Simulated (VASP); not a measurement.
Input of a VASP 6.6.1 run:

INCAR

```
SYSTEM = Al4Co
ALGO = Normal
EDIFF = 1E-6
EDIFFG = -0.01
ENCUT = 600
GGA = PE
IBRION = 2
ISIF = 3
ISMEAR = 0
LASPH = .TRUE.
LCHARG = .FALSE.
LREAL = .FALSE.
LWAVE = .FALSE.
NELM = 100
NSW = 100
PREC = Accurate
SIGMA = 0.1
```

The input KPOINTS:

```
k-points
0
G
  8 8 8
  0 0 0
```

Contents of POSCAR:

```
Al4Co
1.0
    4.5009466086      0.0000000000      0.0000000000
    0.0000000000      4.5009466086      0.0000000000
    0.0000000000      0.0000000000      4.5009466086
Al Co
4 1
Direct
    0.5000000000      0.0000000000      0.0000000000
    0.0000000000      0.5000000000      0.0000000000
    0.0000000000      0.0000000000      0.5000000000
    0.5000000000      0.5000000000      0.5000000000
    0.0000000000      0.0000000000      0.0000000000
```

Potentials or basis: VASP PAW PBE potentials, release 64 (Al, Co).

Run with:

```sh
$ cat potpaw_PBE.64/Al/POTCAR potpaw_PBE.64/Co/POTCAR > POTCAR
$ mpirun -np 1 vasp_std > vasp.out
```

(1) What does it give for the relaxed cell?

(2) Predict the band gap on the k mesh.

(3) Estimate the space group after relaxing (to 0.1 Å).

(4) What does it give for the relaxed volume?

Answers

(1) a = 4.505 Å, b = 4.505 Å, c = 4.505 Å, α = 90.00°, β = 90.00°, γ = 90.00°.

(2) zero (an odd number of electrons rules out a gap without spin polarisation).

(3) Pm-3m (No. 221).

(4) 18.29 Å³/atom.

Caveat: the run has no spin polarisation, though such a crystal can be magnetic.
